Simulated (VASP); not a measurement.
**ZnS: single point with PBE**

The system is ZnS.

```xyz
4
Lattice="3.8110 0.0000 0.0000 -1.9055 3.3004 0.0000 0.0000 0.0000 6.4210" Properties=species:S:1:pos:R:3 pbc="T T T"
Zn    0.0000    2.2003    0.0000
Zn    1.9055    1.1001    3.2105
S     0.0000    2.2003    2.4721
S     1.9055    1.1001    5.6826
```

This cell differs from its parent crystal: zz strain of +3 %.

```yaml
Program: VASP 6.6.1
Task: single point
Functional: PBE
Potentials_or_basis: VASP PAW PBE potentials, release 64 (Zn, S)
Cutoff: 520 eV
k_mesh: 8 × 8 × 5
Occupations: fermi-dirac, width 0.03 eV
Spin: no spin polarisation
Dipole_correction: no
Further_INCAR_settings: ALGO = Normal; EDIFF = 1e-07; NBANDS = 26
```

```
Pressure               : 0.6 GPa
Largest force          : 0.392 eV/Å
Band gap on the k mesh : 2.08 eV
```

Forces in eV/Å, atoms in the order of the input:
```
Zn   0.000  0.000  0.392
Zn   0.000  0.000  0.392
S    0.000  0.000 -0.392
S    0.000  0.000 -0.392
```

Stress tensor (GPa, compression positive):
```
 2.28  0.00  0.00
 0.00  2.28  0.00
 0.00  0.00 -2.66
```

Levels at points of the mesh, in eV from the valence-band top:
```
           k point  band 16  band 17  band 18  band 19  band 20  band 21
(0.00, 0.00, 0.00)    -0.09     0.00     0.00     2.08     3.13     6.33
(0.50, 0.00, 0.00)    -2.08    -1.48    -0.98     3.74     4.11     5.07
```

It took 59 s on 1 thread of Intel(R) Xeon(R) Platinum 8259CL CPU @ 2.50GHz (Skylake/Cascade Lake), with other jobs on the host, peak memory 0.2 GiB.

Caveat: the cell differs from its parent crystal (zz strain of +3 %).
